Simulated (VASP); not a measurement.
Write the native input for VASP 6.6.1 that does the following.

- Task: single point
- Functional: PBE
- Dispersion: D3(BJ)
- Potentials or basis: VASP PAW PBE potentials, release 64 (Ti_sv, Co)
- Cutoff: 520 eV
- k mesh: 6 × 6 × 6
- Occupations: gaussian, width 0.1 eV
- Spin: collinear spin, ferromagnetic start
- Starting moments: [0.0, 0.6] μB
- Dipole correction: no
- Further INCAR settings: ALGO = Normal; EDIFF = 1e-06; NBANDS = 22

The structure of TiCo lies in POSCAR:

```
TiCo
1.0
    3.0308794977     -0.0651841207     -0.0275424862
   -0.0651841207      2.9431817138     -0.0909927440
   -0.0275424862     -0.0909927440      3.0850039898
Ti Co
1 1
Direct
    0.0000000000      0.0000000000      0.0000000000
    0.5000000000      0.5000000000      0.5000000000
```

One way to write it, as run:

INCAR

```
PREC = Accurate
ENCUT = 520
EDIFF = 1E-6
ISMEAR = 0
SIGMA = 0.1
LREAL = F
LASPH = T
NELM = 150
ALGO = Normal
ISIF = 2
LWAVE = F
LCHARG = F
ISPIN = 2
MAGMOM = 0 0.6
LORBIT = 11
LMAXMIX = 4
GGA = PE
IVDW = 12
NBANDS = 22
```

KPOINTS

```
regular mesh
0
Gamma
  6 6 6
```

Potentials or basis: VASP PAW PBE potentials, release 64 (Ti_sv, Co).

Run with:

```bash
$ cat potpaw_PBE.64/Ti_sv/POTCAR potpaw_PBE.64/Co/POTCAR > POTCAR
$ mpirun -np 1 vasp_std > vasp.out
```

It gave:

```
Pressure                                              : -13.0 GPa
Net moment                                            : 0.45 μB per cell
Site moments                                          : Ti -0.08; Co +0.59 μB
Valence electrons inside the program's atomic spheres : Ti 10.24; Co 8.26
Dispersion energy per atom                            : -0.521 eV
```

Caveat: pairwise dispersion overbinds metals, which lowers pressure and volume.

Run time: 46 s on 1 thread of Intel(R) Xeon(R) 6975P-C (Granite Rapids), on a shared host, peak memory 0.23 GiB.
